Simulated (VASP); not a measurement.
Write the native input for VASP 6.6.1 that does the following.

| Item | Value |
| --- | --- |
| Task | single point |
| Functional | PBE |
| Potentials or basis | VASP PAW PBE potentials, release 64 (Sc_sv, Re) |
| Cutoff | 520 eV |
| k mesh | 3 × 3 × 6 |
| Occupations | gaussian, width 0.1 eV |
| Spin | collinear spin |
| Starting moments | [1.0, 1.0, 1.0, 1.0] μB |
| Dipole correction | no |
| Further INCAR settings | ALGO = Fast; EDIFF = 1e-06; NBANDS = 32 |

The structure of Sc3Re lies in POSCAR:

```
Sc3Re
1.0
    5.7673172667      0.0000000000      0.0000000000
   -2.8836586333      4.9946432646      0.0000000000
    0.0000000000      0.0000000000      2.8178567024
Sc Re
3 1
Direct
    0.5000000000      0.0000000000      0.5000000000
    0.0000000000      0.5000000000      0.5000000000
    0.5000000000      0.5000000000      0.5000000000
    0.0000000000      0.0000000000      0.5000000000
```

The cell was built from a structure type or drawn by symmetry, and may not be a known phase.

One way to write it, as run:

INCAR

```
SYSTEM = Sc3Re
PREC = Accurate ; ENCUT = 520
EDIFF = 1E-6 ; ISMEAR = 0
SIGMA = 0.1 ; LREAL = .False.
LASPH = .True. ; NELM = 150
ALGO = Fast ; ISIF = 2
LWAVE = .False. ; LCHARG = .True.
ISPIN = 2 ; MAGMOM = 1 1 1 1
LORBIT = 11 ; LMAXMIX = 4
GGA = PE ; LELF = .True.
LVHAR = .True. ; NBANDS = 32
```

KPOINTS

```
regular mesh
0
Gamma
  3 3 6
  0 0 0
```

Potentials or basis: VASP PAW PBE potentials, release 64 (Sc_sv, Re).

Command:

```console
$ cat potpaw_PBE.64/Sc_sv/POTCAR potpaw_PBE.64/Re/POTCAR > POTCAR
$ mpirun -np 1 vasp_std > vasp.out
```

Results of the run:

- Pressure: -0.1 GPa
- Band gap on the k mesh: zero (filled and empty bands overlap)
- Net moment: 0.00 μB per cell
- Valence electrons inside the program's atomic spheres: Sc 9.60; Re 5.69

Caveat: the k points lie up to 0.42 Å⁻¹ apart; spin-orbit coupling is left out, which moves the levels of the heavy elements.

It took 2.5 min on 1 thread of Intel Xeon 8259CL, with other jobs on the host, peak memory 0.29 GiB.
